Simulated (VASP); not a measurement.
# SiO2 (P6_222) in VASP: settings compared, part 2 of 2

VASP 6.6.1. Earlier steps stand in the parts before.

## Step 5: Single point, PBE

This run uses another cell than the first one, of 14.01 Å³/atom.

INCAR

```
PREC = Accurate
ENCUT = 520
EDIFF = 1E-6
ISMEAR = 0
SIGMA = 0.01
LREAL = F
LASPH = T
NELM = 60
ALGO = Normal
ISIF = 2
LWAVE = F
LCHARG = F
GGA = PE
NBANDS = 34
```

KPOINTS

```
Automatic mesh
0
Gamma
  6 6 4
```

POSCAR

```
SiO2
1.0
    5.1051731333      0.0000000000      0.0000000000
   -2.5525865667      4.4212096242      0.0000000000
    0.0000000000      0.0000000000      5.5845304736
Si O
3 6
Direct
    0.5000000000      0.5000000000      0.3333333333
    0.0000000000      0.5000000000      0.6666666667
    0.5000000000      0.0000000000      0.0000000000
    0.2080061346      0.7919938654      0.8333333333
    0.4160122692      0.2080061346      0.1666666667
    0.2080061346      0.4160122692      0.5000000000
    0.7919938654      0.2080061346      0.8333333333
    0.5839877308      0.7919938654      0.1666666667
    0.7919938654      0.5839877308      0.5000000000
```

Potentials or basis: VASP PAW PBE potentials, release 64 (Si, O).

Run with:

```bash
> cat potpaw_PBE.64/Si/POTCAR potpaw_PBE.64/O/POTCAR > POTCAR
> mpirun -np 1 vasp_std > vasp.out
```

OUTCAR:

```text
PREC = Accurate
   ENCUT = 520
   EDIFF = 1E-6
   ISMEAR = 0
   LREAL = F
   LASPH = T
   NELM = 60
   ISIF = 2
   GGA = PE

 ion  position               nearest neighbor table
   1  0.500  0.500  0.333-   5 1.62   8 1.62   6 1.62   9 1.62
   2  0.000  0.500  0.667-   4 1.62   7 1.62   6 1.62   9 1.62
   3  0.500  0.000  0.000-   4 1.62   7 1.62   5 1.62   8 1.62
   4  0.208  0.792  0.833-   2 1.62   3 1.62
   5  0.416  0.208  0.167-   1 1.62   3 1.62
   6  0.208  0.416  0.500-   1 1.62   2 1.62
   7  0.792  0.208  0.833-   2 1.62   3 1.62
   8  0.584  0.792  0.167-   1 1.62   3 1.62
   9  0.792  0.584  0.500-   1 1.62   2 1.62

  LATTYP: Found a hexagonal cell.
 ALAT       =     5.1051731333
 C/A-ratio  =     1.0938963925

  Lattice vectors:

 A1 = (   5.1051731333,   0.0000000000,   0.0000000000)
 A2 = (  -2.5525865667,   4.4212096242,   0.0000000000)
 A3 = (   0.0000000000,   0.0000000000,   5.5845304736)

Analysis of symmetry for initial positions (statically):
=====================================================================
 Subroutine PRICEL returns:
 Original cell was already a primitive cell.

 Routine SETGRP: Setting up the symmetry group for a
 hexagonal supercell.

 Subroutine GETGRP returns: Found 12 space group operations
 (whereof  4 operations were pure point group operations)
 out of a pool of 24 trial point group operations.

The static configuration has the point symmetry D_2 .
 The point group associated with its full space group is D_6 .

Analysis of symmetry for dynamics (positions and initial velocities):
=====================================================================
 Subroutine PRICEL returns:
 Original cell was already a primitive cell.

 Routine SETGRP: Setting up the symmetry group for a
 hexagonal supercell.

 Subroutine GETGRP returns: Found 12 space group operations
 (whereof  4 operations were pure point group operations)
 out of a pool of 24 trial point group operations.

The dynamic configuration has the point symmetry D_2 .
[... 137 lines left out ...]
   AEXX    =    0.0000 exact exchange contribution
   IVDW    =     0    specifies the selected vdW correction
   LEPSILON=     F    determine dielectric tensor
   LRPA    =     F    only Hartree local field effects (RPA)
 non-spin polarized calculation
 Gauss-broadening in eV      SIGMA  =   0.01
  energy-cutoff  :      520.00
  volume of cell :      126.05
 maximum number of plane-waves:      3420
 NGX is ok and might be reduce to    40
   NGX = 19   NGY = 19   NGZ = 21

 number of electron      47.9999978 magnetization

 Free energy of the ion-electron system (eV)
  ---------------------------------------------------
  ext. energy  EPLUGINS =         0.00000000
  ---------------------------------------------------
  free energy    TOTEN  =       -71.12589743 eV

  energy without entropy =      -71.12589743  energy(sigma->0) =      -71.12589743

 E-fermi :   0.4266     XC(G=0):  -8.6145

 val. band max:        0.3439550917   @ k =   0.5000   0.0000   0.0000
 cond. band min:       5.8957041148   @ k =   0.0000   0.0000   0.0000
 fundamental gap:      5.5517490231
 Fermi energy:         0.4265562837

 k-point     1 :       0.0000    0.0000    0.0000
  band No.  band energies     occupation
      1     -18.9430      2.00000
      2     -17.5304      2.00000
      3     -17.5304      2.00000
      4     -16.9493      2.00000
      5     -16.9149      2.00000
      6     -16.9149      2.00000
[... 766 lines left out ...]
     33      11.7017      0.00000
     34      11.7151      0.00000

------------------------ aborting loop because EDIFF is reached ----------------------------------------

  FORCE on cell =-STRESS in cart. coord.  units (eV):
  Direction    XX          YY          ZZ          XY          YZ          ZX
  --------------------------------------------------------------------------------------
  -------------------------------------------------------------------------------------
  Total        0.0738914      0.0738914      0.1178578     -0.0000000      0.0000000     -0.0000000
  in kB        0.9392182      0.9392182      1.4980653     -0.0000000      0.0000000     -0.0000000
  external PRESSURE =       1.1255006 kB  Pullay stress =       0.0000000 kB

 VOLUME and BASIS-vectors are now :
 -----------------------------------------------------------------------------
  energy-cutoff  :      520.00
  volume of cell :      126.05
      direct lattice vectors                 reciprocal lattice vectors
     5.105173133  0.000000000  0.000000000     0.195879743  0.113091222  0.000000000
    -2.552586567  4.421209624  0.000000000     0.000000000  0.226182444  0.000000000
     0.000000000  0.000000000  5.584530474     0.000000000  0.000000000  0.179066083

 POSITION                                       TOTAL-FORCE (eV/Angst)
 -----------------------------------------------------------------------------------
      1.27629      2.21060      1.86151         0.000000      0.000000      0.000000
     -1.27629      2.21060      3.72302         0.000000     -0.000000     -0.000000
      2.55259      0.00000      0.00000         0.000000      0.000000     -0.000000
     -0.95973      3.50157      4.65378         0.010605     -0.006123      0.000000
      1.59286      0.91964      0.93076         0.010605      0.006123      0.000000
     -0.00000      1.83928      2.79227        -0.000000      0.012246     -0.000000
      3.51231      0.91964      4.65378        -0.010605      0.006123      0.000000
      0.95973      3.50157      0.93076        -0.010605     -0.006123     -0.000000
      2.55259      2.58193      2.79227         0.000000     -0.012246     -0.000000
 -----------------------------------------------------------------------------------
    total drift:                               -0.000000      0.000000      0.000001

  FREE ENERGIE OF THE ION-ELECTRON SYSTEM (eV)
  ---------------------------------------------------
  free  energy   TOTEN  =       -71.1258974253 eV

  energy  without entropy=      -71.1258974253  energy(sigma->0) =      -71.12589743
```

stdout:

```text
POSCAR found type information on POSCAR SiO
 POSCAR found :  2 types and       9 ions
 scaLAPACK will be used
 LDA part: xc-table for (Slater+PW92), standard interpolation
 POSCAR, INCAR and KPOINTS ok, starting setup
 FFT: planning ... GRIDC
 FFT: planning ... GRID_SOFT
 FFT: planning ... GRID
 WAVECAR not read
 entering main loop
```

Wall time 35 s (1 thread of Intel Xeon 6975P-C (Granite Rapids), shared host); peak memory 0.26 GiB.

Results:

- Free energy: -71.1259 eV
- Pressure: 0.1 GPa
- Largest force: 0.012 eV/Å
- Band gap on the k mesh: 5.55 eV (least direct gap 5.73 eV)

Forces on the atoms (eV/Å):
```
Si   0.000  0.000  0.000
Si   0.000  0.000  0.000
Si   0.000  0.000  0.000
O    0.011 -0.006  0.000
O    0.011  0.006  0.000
O    0.000  0.012  0.000
O   -0.011  0.006  0.000
O   -0.011 -0.006  0.000
O    0.000 -0.012  0.000
```

A k mesh can miss the band edges. PBE gaps usually lie below the measured ones, often by a third to a half.

## Step 6: Summary

| level | cell | k mesh | gap on the mesh (eV) | pressure (GPa) | largest force (eV/Å) |
| --- | --- | --- | --- | --- | --- |
| r2SCAN | a = 5.059, b = 5.059, c = 5.541 Å, angles 90.0, 90.0, 120.0°, 9 atoms | 6 × 6 × 6 | 6.30 | 0.2 | 0.01 |
| PBE | a = 5.001, b = 5.001, c = 5.471 Å, angles 90.0, 90.0, 120.0°, 9 atoms | 6 × 6 × 4 | 5.91 | 12.4 | 0.49 |
| PBE | a = 5.054, b = 5.054, c = 5.528 Å, angles 90.0, 90.0, 120.0°, 9 atoms | 6 × 6 × 4 | 5.74 | 5.8 | 0.22 |
| PBE | a = 5.105, b = 5.105, c = 5.585 Å, angles 90.0, 90.0, 120.0°, 9 atoms | 6 × 6 × 4 | 5.55 | 0.1 | 0.01 |

Alike in all rows: task single point; potentials or basis VASP PAW PBE potentials, release 64 (Si, O); no spin polarisation; cutoff (eV) 520; smearing gaussian 0.01 eV.

Caveats: the cell stands under pressure (at least some runs); the PAW data sets were made with another functional, which shifts forces and pressure a little (at least some runs).

Total energies depend on the potentials used, so only differences within one code and one set of settings carry meaning.
